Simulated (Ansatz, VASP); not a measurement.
**Two plane-wave programs on CsPbCl3**

File INCAR:

```
PREC = Accurate
ENCUT = 520
EDIFF = 1E-6
ISMEAR = 0
SIGMA = 0.05
LREAL = False
LASPH = True
NELM = 100
ALGO = Normal
ISIF = 2
LWAVE = False
LCHARG = True
GGA = PS
LELF = True
LVHAR = True
NBANDS = 30
```

KPOINTS

```
Automatic mesh
0
Gamma
  6 6 6
```

Contents of POSCAR:

```
CsPbCl3
1.0
    3.6752151275      2.4659761367      3.2437951379
   -3.6752151275      2.4659761367      3.2437951379
    0.0000000000     -4.9319522734      3.2437951379
Cs Pb Cl
1 1 3
Direct
    0.5000000000      0.5000000000      0.5000000000
    0.0000000000      0.0000000000      0.0000000000
    0.5000000000      0.0001652038      0.9998347962
    0.0001652038      0.9998347962      0.5000000000
    0.9998347962      0.5000000000      0.0001652038
```

Input for Ansatz:

```yaml
crystal:
  lattice:
    - [3.6752151275, 2.4659761367, 3.2437951379]
    - [-3.6752151275, 2.4659761367, 3.2437951379]
    - [0.0, -4.9319522734, 3.2437951379]
  atoms:
    - { symbol: Cs, position: [0.5, 0.5, 0.5] }
    - { symbol: Pb, position: [0.0, 0.0, 0.0] }
    - { symbol: Cl, position: [0.5, 0.0001652038, 0.9998347962] }
    - { symbol: Cl, position: [0.0001652038, 0.9998347962, 0.5] }
    - { symbol: Cl, position: [0.9998347962, 0.5, 0.0001652038] }
basis:
  ecutwfc: 420
kpoints:
  mp_grid: { grid: [6, 6, 6] }
hamiltonian:
  xc: pbesol
scf:
  occupations: { method: gaussian, width: 0.05 }
output:
  forces: true
  stress: true
  eigenvalues: true
```

Change from the starting cell: strain -0.0750 x Voigt [1, -1, 0, 0, 0, 0], atoms carried along.

Alike in both runs: task single point; functional PBEsol; k mesh 6 × 6 × 6; occupations gaussian, width 0.05 eV; no spin polarisation.

```csv
,VASP,Ansatz
version,VASP 6.6.1,Ansatz 0.2.0
potentials or method,"VASP PAW PBE potentials, release 64 (Cs_sv, Pb_d, Cl), cutoff 520 eV","scalar-relativistic, plane waves, PAW"
valence electrons in the cell,44,44
```

|  | VASP | Ansatz | Ansatz less VASP |
| --- | --- | --- | --- |
| gap on the k mesh at the Fermi level (eV) | 1.42 | 1.42 | -0.004 |
| least direct gap on the mesh (eV) | 1.42 | 1.42 | -0.004 |
| pressure (GPa) | 0.4 | 0.4 | +0.04 |
| traceless stress, the component that is largest in VASP (GPa) | 1.57 | 1.56 | -0.007 |

VASP's potentials were made for PBE, not for PBEsol.

Spin-orbit coupling is off throughout.
